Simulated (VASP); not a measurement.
Input of a VASP 6.6.1 run:

File INCAR:

```
SYSTEM = W
PREC = Accurate ; ENCUT = 600
EDIFF = 1E-6 ; ISMEAR = -1
SIGMA = 0.05 ; LREAL = .False.
LASPH = .True. ; NELM = 60
ALGO = Normal ; ISIF = 3
LWAVE = .False. ; LCHARG = .False.
GGA = PE ; IBRION = 2
NSW = 50 ; EDIFFG = -0.02
```

Contents of KPOINTS:

```
Automatic mesh
0
Gamma
  17 17 17
  0 0 0
```

File POSCAR:

```
W
1.0
    2.6401868780      0.0000000000      0.0000000000
    0.0000000000      2.6401868780      0.0000000000
    0.0000000000      0.0000000000      2.6401868780
W
1
Direct
    0.0000000000      0.0000000000      0.0000000000
```

Potentials or basis: VASP PAW PBE potentials, release 64 (W_sv).

The run is started by

```sh
$ cat potpaw_PBE.64/W_sv/POTCAR > POTCAR
$ mpirun -np 1 vasp_std > vasp.out
```

What does it give for the relaxed volume?

18.36 Å³/atom.

Predict the space group after relaxing (to 0.1 Å).

Pm-3m (No. 221).

Final structure:
```yaml
crystal:
  lattice:
    - [2.63826, 0.00000, 0.00000]
    - [0.00000, 2.63826, 0.00000]
    - [0.00000, 0.00000, 2.63826]
  atoms:
    - { symbol: W, position: [0.00000, 0.00000, 0.00000] }
```
